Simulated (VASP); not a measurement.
# C (P4/mmm) in VASP: settings compared

Aim: see how the results for C move with the level of theory and the settings. Levels: PBE+D4, r2SCAN, PBE, PBE+D3(BJ). Tasks: single point.

Program: VASP 6.6.1. These are calculated values, not measurements. Logs are shortened: lines on timing, memory, paths and dates and some standing lists are left out, and cuts for length are marked.

### 1 The cell of the first run

It takes space group P4/mmm (No. 123, tetragonal). The conventional cell has a = 3.277 Å, b = 3.277 Å, c = 1.282 Å, α = 90.00°, β = 90.00°, γ = 90.00°. C (site symmetry 4/mmm) has 2 C at 1.28 Å within 1.7 Å.

### 2 Single point, PBE+D4

INCAR

```
SYSTEM = C
PREC = Accurate ; ENCUT = 520
EDIFF = 1E-7 ; ISMEAR = -1
SIGMA = 0.05 ; LREAL = .FALSE.
LASPH = .TRUE. ; NELM = 100
ALGO = Normal ; ISIF = 2
LWAVE = .FALSE. ; LCHARG = .TRUE.
GGA = PE ; IVDW = 13
LELF = .TRUE. ; LVHAR = .TRUE.
NBANDS = 8
```

KPOINTS

```
Automatic mesh
0
G
  6 6 20
  0 0 0
```

POSCAR

```
C
1.0
    3.2772923921      0.0000000000      0.0000000000
    0.0000000000      3.2772923921      0.0000000000
    0.0000000000      0.0000000000      1.2818533866
C
1
Direct
    0.5000000000      0.5000000000      0.5000000000
```

Potentials or basis: VASP PAW PBE potentials, release 64 (C).

The run is started by

```sh
> cat potpaw_PBE.64/C/POTCAR > POTCAR
> mpirun -np 1 vasp_std > vasp.out
```

OUTCAR:

```text
SYSTEM = C
   PREC = Accurate
   ENCUT = 520
   EDIFF = 1E-7
   ISMEAR = -1
   LREAL = .FALSE.
   LASPH = .TRUE.
   NELM = 100
   ISIF = 2
   GGA = PE
   IVDW = 13

 ion  position               nearest neighbor table
   1  0.500  0.500  0.500-

  LATTYP: Found a simple tetragonal cell.
 ALAT       =     3.2772923921
 C/A-ratio  =     0.3911318348

  Lattice vectors:

 A1 = (   3.2772923921,   0.0000000000,   0.0000000000)
 A2 = (   0.0000000000,   3.2772923921,   0.0000000000)
 A3 = (   0.0000000000,   0.0000000000,   1.2818533866)

Analysis of symmetry for initial positions (statically):
=====================================================================
 Subroutine PRICEL returns:
 Original cell was already a primitive cell.

 Routine SETGRP: Setting up the symmetry group for a
 simple tetragonal supercell.

 Subroutine GETGRP returns: Found 16 space group operations
 (whereof 16 operations were pure point group operations)
 out of a pool of 16 trial point group operations.

The static configuration has the point symmetry D_4h.

Analysis of symmetry for dynamics (positions and initial velocities):
=====================================================================
 Subroutine PRICEL returns:
 Original cell was already a primitive cell.

 Routine SETGRP: Setting up the symmetry group for a
 simple tetragonal supercell.

 Subroutine GETGRP returns: Found 16 space group operations
 (whereof 16 operations were pure point group operations)
 out of a pool of 16 trial point group operations.

The dynamic configuration has the point symmetry D_4h.

 Subroutine INISYM returns: Found 16 space group operations
 (whereof 16 operations are pure point group operations),
 and found     1 'primitive' translations

----------------------------------------------------------------------------------------

                                     Primitive cell

  volume of cell :      13.7679

  direct lattice vectors                    reciprocal lattice vectors
     3.277292392  0.000000000  0.000000000     0.305129931  0.000000000  0.000000000
     0.000000000  3.277292392  0.000000000     0.000000000  0.305129931  0.000000000
     0.000000000  0.000000000  1.281853387     0.000000000  0.000000000  0.780120418

  length of vectors
     3.277292392  3.277292392  1.281853387     0.305129931  0.305129931  0.780120418

  position of ions in fractional coordinates (direct lattice)
     0.500000000  0.500000000  0.500000000

  ion indices of the primitive-cell ions
   primitive index   ion index
                 1           1

----------------------------------------------------------------------------------------

 KPOINTS: Automatic mesh

Automatic generation of k-mesh.
 Grid dimensions read from file:
 generate k-points for:    6    6   20

 Generating k-lattice:

  Cartesian coordinates                     Fractional coordinates (reciprocal lattice)
     0.050854988  0.000000000  0.000000000     0.166666667  0.000000000  0.000000000
     0.000000000  0.050854988  0.000000000     0.000000000  0.166666667  0.000000000
     0.000000000  0.000000000  0.039006021     0.000000000  0.000000000  0.050000000

  Length of vectors
     0.050854988  0.050854988  0.039006021

  Shift w.r.t. Gamma in fractional coordinates (k-lattice)
     0.000000000  0.000000000  0.000000000

 Subroutine IBZKPT returns following result:
 ===========================================

 Found    110 irreducible k-points:

 Following reciprocal coordinates:
            Coordinates               Weight
  0.000000  0.000000  0.000000      1.000000
  0.166667  0.000000  0.000000      4.000000
  0.333333  0.000000  0.000000      4.000000
  0.500000  0.000000  0.000000      2.000000
  0.166667  0.166667  0.000000      4.000000
  0.333333  0.166667  0.000000      8.000000
[... 16 lines left out ...]
  0.333333  0.000000  0.100000      8.000000
  0.500000  0.000000  0.100000      4.000000
 [... further k-points ...]
   k-points           NKPTS =    110   k-points in BZ     NKDIM =    110   number of bands    NBANDS=      8
   number of dos      NEDOS =    301   number of ions     NIONS =      1
   total plane-waves  NPLWV =   5760
   dimension x,y,z NGX =    24 NGY =   24 NGZ =   10
   dimension x,y,z NGXF=    48 NGYF=   48 NGZF=   20
   ions per type =               1
   NGX,Y,Z   is equivalent  to a cutoff of  12.17, 12.17, 12.97 a.u.
   NGXF,Y,Z  is equivalent  to a cutoff of  24.35, 24.35, 25.94 a.u.
 SYSTEM =  C
   PREC   = accura    normal or accurate (medium, high low for compatibility)
   ISTART =      0    job   : 0-new  1-cont  2-samecut
   ICHARG =      2    charge: 1-file 2-atom 10-const
   ISPIN  =      1    spin polarized calculation?
   LNONCOLLINEAR =      F non collinear calculations
   LSORBIT =      F    spin-orbit coupling
   LASPH  =      T    aspherical Exc in radial PAW
   ENCUT  =  520.0 eV  38.22 Ry    6.18 a.u.   6.09  6.09  2.38*2*pi/ulx,y,z
   NELM   =    100;   NELMIN=  2; NELMDL= -5     # of ELM steps
   EDIFF  = 0.1E-06   stopping-criterion for ELM
   LREAL  =      F    real-space projection
   EDIFFG = 0.1E-05   stopping-criterion for IOM
   NSW    =      0    number of steps for IOM
   IBRION =     -1    ionic relax: 0-MD 1-quasi-New 2-CG
   NFREE  =      0    steps in history (QN), initial steepest desc. (CG)
   ISIF   =      2    stress and relaxation
   ISYM   =      2    0-nonsym 1-usesym 2-fastsym
   POTIM  = 0.5000    time-step for ionic-motion
   TEBEG  =    0.0;   TEEND  =   0.0 temperature during run
   PSTRESS=    0.0 pullay stress
   NELECT =       4.0000    total number of electrons
   NUPDOWN=      -1.0000    fix difference up-down
   EMIN   =  10.00;   EMAX   =-10.00  energy-range for DOS
   EFERMI =   0.00;   METHOD = LEGACY
   ISMEAR =    -1;   SIGMA  =   0.05  broadening in eV -4-tet -1-fermi 0-gaus
   EFERMI_NEDOS =   21; number of points for ismear=-14 and -15
   IALGO  =     38    algorithm
   IMIX   =      4    mixing-type and parameters
     AMIX     =   0.40;   BMIX     =  1.00
     AMIX_MAG =   1.60;   BMIX_MAG =  1.00
  volume/ion in A,a.u.               =      13.77        92.91
  Fermi-wavevector in a.u.,A,eV,Ry     =   1.084273  2.048979 15.995657  1.175648
  Thomas-Fermi vector in A             =   2.220359
   LORBIT       =      0    0 simple, 1 ext, 2 COOP (PROOUT), +10 PAW based schemes
   GGA     = PE    functional components
   LHFCALC =     F    Hartree Fock is set to
   AEXX    =    0.0000 exact exchange contribution
   IVDW    =    13    specifies the selected vdW correction
   LEPSILON=     F    determine dielectric tensor
   LRPA    =     F    only Hartree local field effects (RPA)
 non-spin polarized calculation
  energy-cutoff  :      520.00
  volume of cell :       13.77
 maximum number of plane-waves:       389
   NGX = 13   NGY = 13   NGZ =  5

 number of electron       4.0000000 magnetization

 Free energy of the ion-electron system (eV)
  ---------------------------------------------------
  ext. energy  EPLUGINS =         0.00000000
  ---------------------------------------------------
  free energy    TOTEN  =        -8.22374868 eV

  energy without entropy =       -8.22360629  energy(sigma->0) =       -8.22367748

 E-fermi :   0.6415     XC(G=0):  -8.2582

 val. band max:        0.3899344422   @ k =   0.5000   0.3333   0.2500
 cond. band min:       0.9063846433   @ k =   0.1667   0.1667   0.2500
 fundamental gap:      0.5164502012
 Fermi energy:         0.6414710899

 k-point     1 :       0.0000    0.0000    0.0000
  band No.  band energies     occupation
      1     -15.9704      2.00000
      2      -3.8111      2.00000
      3      -3.8111      2.00000
      4       5.6604      0.00000
      5      10.6226      0.00000
      6      19.9457      0.00000
      7      19.9457      0.00000
      8      20.8041      0.00000

 k-point     2 :       0.1667    0.0000    0.0000
  band No.  band energies     occupation
      1     -15.8855      2.00000
      2      -4.3601      2.00000
      3      -3.7627      2.00000
      4       6.3797      0.00000
      5      11.0794      0.00000
      6      17.2661      0.00000
      7      18.3647      0.00000
      8      24.3091      0.00000

 k-point     3 :       0.3333    0.0000    0.0000
  band No.  band energies     occupation
      1     -15.7057      2.00000
      2      -5.3116      2.00000
      3      -3.6635      2.00000
      4       7.9233      0.00000
      5      11.2070      0.00000
      6      15.2936      0.00000
      7      18.1181      0.00000
      8      26.6722      0.00000

 k-point     4 :       0.5000    0.0000    0.0000
  band No.  band energies     occupation
      1     -15.6098      2.00000
      2      -5.7393      2.00000
      3      -3.6126      2.00000
      4       9.4857      0.00000
      5       9.9700      0.00000
      6      14.6072      0.00000
      7      20.1853      0.00000
      8      23.2680      0.00000

 k-point     5 :       0.1667    0.1667    0.0000
  band No.  band energies     occupation
      1     -15.8025      2.00000
      2      -4.3487      2.00000
      3      -4.2375      2.00000
      4       7.0285      0.00000
      5      11.6201      0.00000
      6      14.6540      0.00000
      7      21.2057      0.00000
      8      23.0449      0.00000
[... 177 lines left out ...]
 k-point    22 :       0.1667    0.0000    0.1000
  band No.  band energies     occupation
      1     -15.3553      2.00000
      2      -3.5045      2.00000
      3      -2.9101      2.00000
      4       7.0579      0.00000
      5      11.9852      0.00000
      6      18.1716      0.00000
      7      19.1065      0.00000
      8      25.1886      0.00000

 k-point    23 :       0.3333    0.0000    0.1000
  band No.  band energies     occupation
      1     -15.1865      2.00000
      2      -4.4468      2.00000
      3      -2.8120      2.00000
      4       8.6343      0.00000
      5      12.0643      0.00000
      6      16.2062      0.00000
      7      18.8440      0.00000
      8      27.2788      0.00000

 k-point    24 :       0.5000    0.0000    0.1000
  band No.  band energies     occupation
      1     -15.0972      2.00000
      2      -4.8682      2.00000
      3      -2.7617      2.00000
      4      10.1612      0.00000
      5      10.8419      0.00000
      6      15.5220      0.00000
      7      21.0745      0.00000
      8      23.6010      0.00000

 [... further k-points ...]

------------------------ aborting loop because EDIFF is reached ----------------------------------------

  DFT-D4 for vdW energy calculation

  Edisp (eV):   -0.12127

  FORCE on cell =-STRESS in cart. coord.  units (eV):
  Direction    XX          YY          ZZ          XY          YZ          ZX
  --------------------------------------------------------------------------------------
  -------------------------------------------------------------------------------------
  Total      -0.00430    -0.00430    -0.03328     0.00000     0.00000     0.00000
  in kB      -0.50015    -0.50015    -3.87280     0.00000     0.00000     0.00000
  external pressure =       -1.62 kB  Pullay stress =        0.00 kB

 VOLUME and BASIS-vectors are now :
 -----------------------------------------------------------------------------
  energy-cutoff  :      520.00
  volume of cell :       13.77
      direct lattice vectors                 reciprocal lattice vectors
     3.277292392  0.000000000  0.000000000     0.305129931  0.000000000  0.000000000
     0.000000000  3.277292392  0.000000000     0.000000000  0.305129931  0.000000000
     0.000000000  0.000000000  1.281853387     0.000000000  0.000000000  0.780120418

 POSITION                                       TOTAL-FORCE (eV/Angst)
 -----------------------------------------------------------------------------------
      1.63865      1.63865      0.64093         0.000000      0.000000      0.000000
 -----------------------------------------------------------------------------------
    total drift:                                0.000000     -0.000000      0.000000

  FREE ENERGIE OF THE ION-ELECTRON SYSTEM (eV)
  ---------------------------------------------------
  free  energy   TOTEN  =        -8.3450179183 eV

  energy  without entropy=       -8.3448755308  energy(sigma->0) =       -8.34494672
```

It took 4 s on 1 thread of Intel Xeon 6975P-C (Granite Rapids), shared host; peak memory 0.12 GiB.

What came out:

* Free energy: -8.3450 eV
* Pressure: -0.2 GPa
* Band gap on the k mesh: zero (band 2 reaches 10.17 eV, above the bottom of band 3 at -5.31 eV)
* Dispersion energy per atom: -0.121 eV

Caveat: pairwise dispersion overbinds metals, which lowers pressure and volume.

### 3 Single point, r2SCAN

This run uses another cell than the first one, of 23.22 Å³/atom, 1.686 times its volume.

POSCAR

```
C
1.0
    4.2551700000      0.0000000000      0.0000000000
    0.0000000000      4.2551700000      0.0000000000
    0.0000000000      0.0000000000      1.2822900000
C
1
Direct
    0.5000000000      0.5000000000      0.5000000000
```

INCAR.step1

```
SYSTEM = C
ALGO = Normal ; EDIFF = 1E-4
ENCUT = 520 ; GGA = PE
ISMEAR = -1 ; LASPH = .TRUE.
LCHARG = .FALSE. ; LREAL = .FALSE.
LWAVE = .TRUE. ; NBANDS = 8
NELM = 100 ; PREC = Accurate
SIGMA = 0.05
```

INCAR.step2

```
SYSTEM = C
ALGO = Normal ; EDIFF = 1E-6
ENCUT = 520 ; ISIF = 2
ISMEAR = -1 ; ISTART = 1
LASPH = .TRUE. ; LCHARG = .FALSE.
LMIXTAU = .TRUE. ; LREAL = .FALSE.
LWAVE = .FALSE. ; METAGGA = R2SCAN
NBANDS = 8 ; NELM = 100
PREC = Accurate ; SIGMA = 0.05
```

KPOINTS

```
k-points
0
G
  4 4 11
  0 0 0
```

Potentials or basis: VASP PAW PBE potentials, release 64 (C).

The run is started by

```sh
> cat potpaw_PBE.64/C/POTCAR > POTCAR
> cp INCAR.step1 INCAR
> mpirun -np 1 vasp_std > vasp.out
> cp INCAR.step2 INCAR
> mpirun -np 1 vasp_std > vasp.out
```

Run time: 7.3 s. Hardware: 1 thread of Intel Xeon 6975P-C (Granite Rapids), shared host; peak memory 0.12 GiB.

The run converged. Its results:

```yaml
Free_energy: -8.7566 eV
Pressure: -1.3 GPa
Band_gap_on_the_k_mesh: zero (band 2 reaches 7.46 eV, above the bottom of band 3 at -7.66 eV)
```

Stress tensor (GPa, compression positive):
```
-0.88  0.00  0.00
 0.00 -0.88  0.00
 0.00  0.00 -2.12
```

Levels at points of the mesh, in eV from the Fermi level:
| k point | band 1 | band 2 | band 3 | band 4 | band 5 | band 6 | band 7 |
| --- | --- | --- | --- | --- | --- | --- | --- |
| (0.00, 0.00, 0.00) | -18.40 | -6.41 | -6.41 | 3.18 | 7.70 | 12.52 | 12.52 |
| (0.50, 0.00, 0.00) | -18.36 | -6.81 | -6.38 | 5.67 | 5.80 | 10.04 | 12.95 |
| (0.50, 0.50, 0.00) | -18.33 | -6.74 | -6.74 | 5.26 | 8.49 | 8.49 | 12.44 |

Caveat: the k points lie up to 0.45 Å⁻¹ apart; the PAW data sets were made with another functional, which shifts forces and pressure a little.

(Part 1 of 2 ends here.)
